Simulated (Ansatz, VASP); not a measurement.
# One calculation of W, two programs

File POSCAR:

```
W
1.0
    0.0000000000      2.0284645125      2.0284645125
    2.0284645125      0.0000000000      2.0284645125
    2.0284645125      2.0284645125      0.0000000000
W
1
Direct
    0.0000000000      0.0000000000      0.0000000000
```

INCAR.step1

```
SYSTEM = W
ALGO = Normal ; EDIFF = 1E-4
ENCUT = 520 ; GGA = PE
ISMEAR = 0 ; LASPH = .TRUE.
LCHARG = .FALSE. ; LREAL = .FALSE.
LWAVE = .TRUE. ; NBANDS = 13
NELM = 100 ; PREC = Accurate
SIGMA = 0.1
```

File INCAR.step2:

```
SYSTEM = W
ALGO = Normal ; EDIFF = 1E-6
ENCUT = 520 ; ISIF = 2
ISMEAR = 0 ; ISTART = 1
LASPH = .TRUE. ; LCHARG = .FALSE.
LMIXTAU = .TRUE. ; LREAL = .FALSE.
LWAVE = .FALSE. ; METAGGA = R2SCAN
NBANDS = 13 ; NELM = 100
PREC = Accurate ; SIGMA = 0.1
```

KPOINTS

```
k-points
0
G
  18 18 18
  0 0 0
```

Input for Ansatz:

```yaml
crystal:
  lattice:
    - [0.0, 2.0284645123, 2.0284645123]
    - [2.0284645123, 0.0, 2.0284645123]
    - [2.0284645123, 2.0284645123, 0.0]
  atoms:
    - { symbol: W, position: [0.0, 0.0, 0.0] }
basis:
  ecutwfc: 500
kpoints:
  mp_grid: { grid: [18, 18, 18] }
hamiltonian:
  xc: r2scan
scf:
  occupations: { method: gaussian, width: 0.1 }
output:
  forces: true
  stress: true
  eigenvalues: true
```

Alike in both runs: task single point; functional r2SCAN; k mesh 18 × 18 × 18; occupations gaussian, width 0.1 eV; no spin polarisation.

|  | VASP | Ansatz |
| --- | --- | --- |
| version | VASP 6.6.1 | Ansatz 0.2.0 |
| potentials or method | VASP PAW PBE potentials, release 64 (W_sv), cutoff 520 eV | scalar-relativistic, plane waves, PAW |
| valence electrons in the cell | 14 | 14 |

|  | VASP | Ansatz | Ansatz less VASP |
| --- | --- | --- | --- |
| gap on the k mesh at the Fermi level (eV) | none | none | - |
| pressure (GPa) | -7.5 | -8.5 | -0.95 |

VASP's potentials were made for PBE, not for r2SCAN. A gap of «none» marks a metal or a gap that the smearing closes.

Neither program's run includes spin-orbit coupling.
